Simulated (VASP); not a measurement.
# Be2ZnO3 (P6/mmm) in VASP: notebook

The runs below take Be2ZnO3 through single point, relaxation of cell and atoms, with PBE.

Program: VASP 6.6.1. These are calculated values, not measurements. Logs are shortened: lines on timing, memory, paths and dates and some standing lists are left out, and cuts for length are marked.

## 1. The cell of the first run

It takes space group P6/mmm (No. 191, hexagonal). The conventional cell has a = 5.871 Å, b = 5.871 Å, c = 3.152 Å, α = 90.00°, β = 90.00°, γ = 120.00°. Be (site symmetry -6m2) has 2 O at 1.58 Å within 2.1 Å. Zn (site symmetry 6/mmm) has 2 O at 1.58 Å within 2.1 Å. O (site symmetry -6m2) has 2 Be at 1.58 Å within 2.1 Å. O (site symmetry 6/mmm) has 2 Zn at 1.58 Å within 2.1 Å.

## 2. Single point, PBE

The input, INCAR:

```
  PREC = Accurate
  ENCUT = 520
  EDIFF = 1E-6
  ISMEAR = 0
  SIGMA = 0.02
  LREAL = False
  LASPH = True
  NELM = 100
  ALGO = Normal
  ISIF = 2
  LWAVE = False
  LCHARG = True
  GGA = PE
  LELF = True
  LVHAR = True
  NBANDS = 26
```

The input, KPOINTS:

```
Automatic mesh
0
Gamma
  6 6 8
```

The input, POSCAR:

```
Be2ZnO3
1.0
    5.8710824037      0.0000000000      0.0000000000
   -2.9355412018      5.0845065093      0.0000000000
    0.0000000000      0.0000000000      3.1522061070
Be Zn O
2 1 3
Direct
    0.3333333333      0.6666666667      0.0000000000
    0.6666666667      0.3333333333      0.0000000000
    0.0000000000      0.0000000000      0.5000000000
    0.3333333333      0.6666666667      0.5000000000
    0.6666666667      0.3333333333      0.5000000000
    0.0000000000      0.0000000000      0.0000000000
```

Potentials or basis: VASP PAW PBE potentials, release 64 (Be, Zn, O).

Launch:

```console
> cat potpaw_PBE.64/Be/POTCAR potpaw_PBE.64/Zn/POTCAR potpaw_PBE.64/O/POTCAR > POTCAR
> mpirun -np 1 vasp_std > vasp.out
```

OUTCAR:

```text
PREC = Accurate
   ENCUT = 520
   EDIFF = 1E-6
   ISMEAR = 0
   LREAL = False
   LASPH = True
   NELM = 100
   ISIF = 2
   GGA = PE

 ion  position               nearest neighbor table
   1  0.333  0.667  0.000-   4 1.58   4 1.58
   2  0.667  0.333  0.000-   5 1.58   5 1.58
   3  0.000  0.000  0.500-   6 1.58   6 1.58
   4  0.333  0.667  0.500-   1 1.58   1 1.58
   5  0.667  0.333  0.500-   2 1.58   2 1.58
   6  0.000  0.000  0.000-   3 1.58   3 1.58

  LATTYP: Found a hexagonal cell.
 ALAT       =     5.8710824037
 C/A-ratio  =     0.5369037411

  Lattice vectors:

 A1 = (   5.8710824037,   0.0000000000,   0.0000000000)
 A2 = (  -2.9355412018,   5.0845065093,   0.0000000000)
 A3 = (   0.0000000000,   0.0000000000,   3.1522061070)

Analysis of symmetry for initial positions (statically):
=====================================================================
 Subroutine PRICEL returns:
 Original cell was already a primitive cell.

 Routine SETGRP: Setting up the symmetry group for a
 hexagonal supercell.

 Subroutine GETGRP returns: Found 24 space group operations
 (whereof 24 operations were pure point group operations)
 out of a pool of 24 trial point group operations.

The static configuration has the point symmetry D_6h.

Analysis of symmetry for dynamics (positions and initial velocities):
=====================================================================
 Subroutine PRICEL returns:
 Original cell was already a primitive cell.

 Routine SETGRP: Setting up the symmetry group for a
 hexagonal supercell.

 Subroutine GETGRP returns: Found 24 space group operations
 (whereof 24 operations were pure point group operations)
 out of a pool of 24 trial point group operations.

The dynamic configuration has the point symmetry D_6h.

 Subroutine INISYM returns: Found 24 space group operations
 (whereof 24 operations are pure point group operations),
 and found     1 'primitive' translations

----------------------------------------------------------------------------------------

                                     Primitive cell

  volume of cell :      94.0983

  direct lattice vectors                    reciprocal lattice vectors
     5.871082404  0.000000000  0.000000000     0.170326344  0.098337960  0.000000000
    -2.935541202  5.084506509  0.000000000     0.000000000  0.196675921  0.000000000
     0.000000000  0.000000000  3.152206107     0.000000000  0.000000000  0.317238139

  length of vectors
     5.871082404  5.871082404  3.152206107     0.196675921  0.196675921  0.317238139

  position of ions in fractional coordinates (direct lattice)
     0.333333333  0.666666667  0.000000000
     0.666666667  0.333333333  0.000000000
     0.000000000  0.000000000  0.500000000
     0.333333333  0.666666667  0.500000000
     0.666666667  0.333333333  0.500000000
     0.000000000  0.000000000  0.000000000

  ion indices of the primitive-cell ions
   primitive index   ion index
                 1           1
                 2           2
                 3           3
                 4           4
                 5           5
                 6           6

----------------------------------------------------------------------------------------

 KPOINTS: Automatic mesh

Automatic generation of k-mesh.
 Grid dimensions read from file:
 generate k-points for:    6    6    8

 Generating k-lattice:

  Cartesian coordinates                     Fractional coordinates (reciprocal lattice)
     0.028387724  0.016389660  0.000000000     0.166666667  0.000000000  0.000000000
     0.000000000  0.032779320  0.000000000     0.000000000  0.166666667  0.000000000
     0.000000000  0.000000000  0.039654767     0.000000000  0.000000000  0.125000000

  Length of vectors
     0.032779320  0.032779320  0.039654767

  Shift w.r.t. Gamma in fractional coordinates (k-lattice)
     0.000000000  0.000000000  0.000000000

 Subroutine IBZKPT returns following result:
 ===========================================

 Found     35 irreducible k-points:

 Following reciprocal coordinates:
            Coordinates               Weight
  0.000000  0.000000  0.000000      1.000000
  0.166667  0.000000  0.000000      6.000000
  0.333333  0.000000  0.000000      6.000000
  0.500000 -0.000000  0.000000      3.000000
  0.166667  0.166667  0.000000      6.000000
  0.333333  0.166667  0.000000     12.000000
[... 16 lines left out ...]
  0.166667  0.000000  0.375000     12.000000
  0.333333  0.000000  0.375000     12.000000
 [... further k-points ...]
   k-points           NKPTS =     35   k-points in BZ     NKDIM =     35   number of bands    NBANDS=     26
   number of dos      NEDOS =    301   number of ions     NIONS =      6
   total plane-waves  NPLWV =  55296
   dimension x,y,z NGX =    48 NGY =   48 NGZ =   24
   dimension x,y,z NGXF=    96 NGYF=   96 NGZF=   48
   ions per type =               2   1   3
   NGX,Y,Z   is equivalent  to a cutoff of  13.59, 13.59, 12.66 a.u.
   NGXF,Y,Z  is equivalent  to a cutoff of  27.18, 27.18, 25.31 a.u.
 SYSTEM =  unknown system
   PREC   = accura    normal or accurate (medium, high low for compatibility)
   ISTART =      0    job   : 0-new  1-cont  2-samecut
   ICHARG =      2    charge: 1-file 2-atom 10-const
   ISPIN  =      1    spin polarized calculation?
   LNONCOLLINEAR =      F non collinear calculations
   LSORBIT =      F    spin-orbit coupling
   LASPH  =      T    aspherical Exc in radial PAW
   ENCUT  =  520.0 eV  38.22 Ry    6.18 a.u.  10.92 10.92  5.86*2*pi/ulx,y,z
   NELM   =    100;   NELMIN=  2; NELMDL= -5     # of ELM steps
   EDIFF  = 0.1E-05   stopping-criterion for ELM
   LREAL  =      F    real-space projection
   EDIFFG = 0.1E-04   stopping-criterion for IOM
   NSW    =      0    number of steps for IOM
   IBRION =     -1    ionic relax: 0-MD 1-quasi-New 2-CG
   NFREE  =      0    steps in history (QN), initial steepest desc. (CG)
   ISIF   =      2    stress and relaxation
   ISYM   =      2    0-nonsym 1-usesym 2-fastsym
   POTIM  = 0.5000    time-step for ionic-motion
   TEBEG  =    0.0;   TEEND  =   0.0 temperature during run
   PSTRESS=    0.0 pullay stress
   NELECT =      34.0000    total number of electrons
   NUPDOWN=      -1.0000    fix difference up-down
   EMIN   =  10.00;   EMAX   =-10.00  energy-range for DOS
   EFERMI =   0.00;   METHOD = LEGACY
   ISMEAR =     0;   SIGMA  =   0.02  broadening in eV -4-tet -1-fermi 0-gaus
   EFERMI_NEDOS =   21; number of points for ismear=-14 and -15
   IALGO  =     38    algorithm
   IMIX   =      4    mixing-type and parameters
     AMIX     =   0.40;   BMIX     =  1.00
     AMIX_MAG =   1.60;   BMIX_MAG =  1.00
  volume/ion in A,a.u.               =      15.68       105.83
  Fermi-wavevector in a.u.,A,eV,Ry     =   1.166023  2.203465 18.498625  1.359611
  Thomas-Fermi vector in A             =   2.302542
   LORBIT       =      0    0 simple, 1 ext, 2 COOP (PROOUT), +10 PAW based schemes
   GGA     = PE    functional components
   LHFCALC =     F    Hartree Fock is set to
   AEXX    =    0.0000 exact exchange contribution
   IVDW    =     0    specifies the selected vdW correction
   LEPSILON=     F    determine dielectric tensor
   LRPA    =     F    only Hartree local field effects (RPA)
 non-spin polarized calculation
 Gauss-broadening in eV      SIGMA  =   0.02
  energy-cutoff  :      520.00
  volume of cell :       94.10
 maximum number of plane-waves:      2574
 NGX is ok and might be reduce to    48
   NGX = 21   NGY = 21   NGZ = 11

 number of electron      33.9999995 magnetization

 Free energy of the ion-electron system (eV)
  ---------------------------------------------------
  ext. energy  EPLUGINS =         0.00000000
  ---------------------------------------------------
  free energy    TOTEN  =       -30.98470750 eV

  energy without entropy =      -30.98470750  energy(sigma->0) =      -30.98470750

 E-fermi :  -0.6240     XC(G=0):  -8.1266

 val. band max:       -0.7129804865   @ k =   0.5000  -0.0000   0.5000
 cond. band min:       1.2828072742   @ k =   0.0000   0.0000   0.0000
 fundamental gap:      1.9957877607
 Fermi energy:        -0.6240032230

 k-point     1 :       0.0000    0.0000    0.0000
  band No.  band energies     occupation
      1     -19.4571      2.00000
      2     -17.5161      2.00000
      3     -17.3305      2.00000
      4      -6.0966      2.00000
      5      -6.0966      2.00000
      6      -6.0250      2.00000
[... 18 lines left out ...]
     25      10.8252      0.00000
     26      10.8252      0.00000

 k-point     2 :       0.1667    0.0000    0.0000
  band No.  band energies     occupation
      1     -19.4564      2.00000
      2     -17.5064      2.00000
      3     -17.3422      2.00000
      4      -6.0972      2.00000
      5      -6.0966      2.00000
      6      -6.0215      2.00000
[... 18 lines left out ...]
     25      10.4813      0.00000
     26      10.5839      0.00000

 k-point     3 :       0.3333    0.0000    0.0000
  band No.  band energies     occupation
      1     -19.4546      2.00000
      2     -17.4804      2.00000
      3     -17.3716      2.00000
      4      -6.0984      2.00000
      5      -6.0966      2.00000
      6      -6.0140      2.00000
[... 18 lines left out ...]
     25       9.6714      0.00000
     26       9.8153      0.00000

 k-point     4 :       0.5000   -0.0000    0.0000
  band No.  band energies     occupation
      1     -19.4537      2.00000
      2     -17.4592      2.00000
      3     -17.3945      2.00000
      4      -6.0990      2.00000
      5      -6.0966      2.00000
      6      -6.0102      2.00000
[... 18 lines left out ...]
     25       9.3131      0.00000
     26       9.6416      0.00000

 k-point     5 :       0.1667    0.1667    0.0000
  band No.  band energies     occupation
      1     -19.4550      2.00000
      2     -17.4880      2.00000
      3     -17.3630      2.00000
      4      -6.0980      2.00000
      5      -6.0968      2.00000
      6      -6.0158      2.00000
[... 18 lines left out ...]
     25       9.7017      0.00000
     26      10.3984      0.00000

 k-point     6 :       0.3333    0.1667    0.0000
  band No.  band energies     occupation
      1     -19.4536      2.00000
      2     -17.4586      2.00000
      3     -17.3950      2.00000
      4      -6.0986      2.00000
      5      -6.0970      2.00000
      6      -6.0096      2.00000
[... 427 lines left out ...]
 k-point    21 :       0.3333    0.3333    0.2500
  band No.  band energies     occupation
      1     -18.8792      2.00000
      2     -17.4811      2.00000
      3     -17.4811      2.00000
      4      -8.2852      2.00000
      5      -6.9021      2.00000
      6      -6.9021      2.00000
[... 18 lines left out ...]
     25       7.8519      0.00000
     26       8.5124      0.00000

 k-point    22 :       0.0000    0.0000    0.3750
  band No.  band energies     occupation
      1     -18.3860      2.00000
      2     -17.5917      2.00000
      3     -17.4429      2.00000
      4      -9.7044      2.00000
      5      -7.2610      2.00000
      6      -7.2610      2.00000
[... 18 lines left out ...]
     25       7.6647      0.00000
     26       9.6447      0.00000

 k-point    23 :       0.1667    0.0000    0.3750
  band No.  band energies     occupation
      1     -18.3855      2.00000
      2     -17.5833      2.00000
      3     -17.4520      2.00000
      4      -9.7044      2.00000
      5      -7.2665      2.00000
      6      -7.2617      2.00000
[... 18 lines left out ...]
     25       7.7893      0.00000
     26       9.3980      0.00000

 k-point    24 :       0.3333    0.0000    0.3750
  band No.  band energies     occupation
      1     -18.3842      2.00000
      2     -17.5616      2.00000
      3     -17.4751      2.00000
      4      -9.7044      2.00000
      5      -7.2771      2.00000
      6      -7.2632      2.00000
[... 18 lines left out ...]
     25       7.9102      0.00000
     26       8.8089      0.00000

 [... further k-points ...]
[... 5 lines left out ...]
  --------------------------------------------------------------------------------------
  -------------------------------------------------------------------------------------
  Total       -0.0323103     -0.0323103      1.0148871     -0.0000000      0.0000000     -0.0000000
  in kB       -0.5501355     -0.5501355     17.2801184     -0.0000000      0.0000000     -0.0000000
  external PRESSURE =       5.3932825 kB  Pullay stress =       0.0000000 kB

 VOLUME and BASIS-vectors are now :
 -----------------------------------------------------------------------------
  energy-cutoff  :      520.00
  volume of cell :       94.10
      direct lattice vectors                 reciprocal lattice vectors
     5.871082404  0.000000000  0.000000000     0.170326344  0.098337960  0.000000000
    -2.935541202  5.084506509  0.000000000     0.000000000  0.196675921  0.000000000
     0.000000000  0.000000000  3.152206107     0.000000000  0.000000000  0.317238139

 POSITION                                       TOTAL-FORCE (eV/Angst)
 -----------------------------------------------------------------------------------
     -0.00000      3.38967      0.00000        -0.000000      0.000000     -0.000000
      2.93554      1.69484      0.00000         0.000000     -0.000000     -0.000000
      0.00000      0.00000      1.57610        -0.000000      0.000000     -0.000000
     -0.00000      3.38967      1.57610        -0.000000      0.000000     -0.000000
      2.93554      1.69484      1.57610         0.000000     -0.000000      0.000000
      0.00000      0.00000      0.00000        -0.000000      0.000000     -0.000000
 -----------------------------------------------------------------------------------
    total drift:                               -0.000000      0.000000     -0.000000

  FREE ENERGIE OF THE ION-ELECTRON SYSTEM (eV)
  ---------------------------------------------------
  free  energy   TOTEN  =       -30.9847074972 eV

  energy  without entropy=      -30.9847074972  energy(sigma->0) =      -30.98470750
```

Run time: 3.3 min. Hardware: 1 thread of AMD EPYC 7R13, shared host; peak memory 0.23 GiB.

What came out:

```yaml
Free_energy: -30.9847 eV
Pressure: 0.5 GPa
Band_gap_on_the_k_mesh: 2.00 eV, indirect (least direct gap 3.39 eV)
```

## 3. Relaxation of cell and atoms, PBE

This run uses another cell than the first one, of 15.19 Å³/atom, 0.968 times its volume.

The input, INCAR:

```
SYSTEM = Be2ZnO3
PREC = Accurate
ENCUT = 600
EDIFF = 1E-6
ISMEAR = 0
SIGMA = 0.02
LREAL = .FALSE.
LASPH = .TRUE.
NELM = 100
ALGO = Normal
ISIF = 3
LWAVE = .FALSE.
LCHARG = .FALSE.
GGA = PE
IBRION = 2
NSW = 100
EDIFFG = -0.01
```

The input, KPOINTS:

```
regular mesh
0
G
  6 6 8
  0 0 0
```

Edit POSCAR of step 2 so:

```diff
@@ -2,5 +2,5 @@
 1.0
-    5.8710824037      0.0000000000      0.0000000000
-   -2.9355412018      5.0845065093      0.0000000000
-    0.0000000000      0.0000000000      3.1522061070
+    5.7739914336      0.0000000000      0.0000000000
+   -2.8869957168      5.0004232628      0.0000000000
+    0.0000000000      0.0000000000      3.1556689045
 Be Zn O
```

Potentials or basis: VASP PAW PBE potentials, release 64 (Be, Zn, O).

Launch:

```console
> cat potpaw_PBE.64/Be/POTCAR potpaw_PBE.64/Zn/POTCAR potpaw_PBE.64/O/POTCAR > POTCAR
> mpirun -np 1 vasp_std > vasp.out
```

Run time: 6.8 min. Hardware: 1 thread of AMD EPYC 7R13, shared host; peak memory 0.27 GiB.

It converged, with:

```yaml
Free_energy: -30.9911 eV
Relaxed_volume: 15.21 Å³/atom
Relaxed_cell: a = 5.774 Å, b = 5.774 Å, c = 3.161 Å, α = 90.00°, β = 90.00°, γ = 120.00°
Space_group_after_relaxing_to_0.05_Å: P6/mmm (No. 191)
Energy_gained_by_relaxing: 0.1 meV/atom
Ionic_steps: 3
Pressure_after_relaxing: 0.0 GPa
Band_gap_on_the_k_mesh: 1.99 eV, indirect (least direct gap 3.28 eV)
```

Step by step:
```tsv
step	energy change (eV)	largest force (eV/Å)	pressure (GPa)	volume (Å³)
1	0.0000	0.0000	0.44	91.11
2	0.0032	0.0000	-1.12	91.66
3	-0.0006	0.0000	0.02	91.27
```

Final structure:
```xyz
6
Lattice="5.7740 0.0000 0.0000 -2.8870 5.0004 0.0000 0.0000 0.0000 3.1612" Properties=species:S:1:pos:R:3 pbc="T T T"
Be    0.0000    3.3336    0.0000
Be    2.8870    1.6668    0.0000
Zn   -2.8870    5.0004    1.5806
O     0.0000    3.3336    1.5806
O     2.8870    1.6668    1.5806
O    -2.8870    5.0004    0.0000
```

Levels at points of the mesh, in eV from the valence-band top:
```csv
k point,band 13,band 14,band 15,band 16,band 17,band 18,band 19,band 20,band 21
"(0.00, 0.00, 0.00)",-2.99,-2.57,-2.57,-1.29,-1.29,1.99,6.90,6.90,6.96
"(0.50, 0.00, 0.00)",-2.96,-2.37,-1.87,-1.64,-1.46,3.89,4.21,5.67,6.71
"(0.00, 0.00, 0.50)",-1.45,-0.90,-0.90,-0.03,-0.03,4.42,4.42,5.78,7.05
"(0.50, 0.00, 0.50)",-0.99,-0.98,-0.74,-0.08,0.00,4.22,4.43,5.66,6.42
```

A k mesh can miss the band edges.
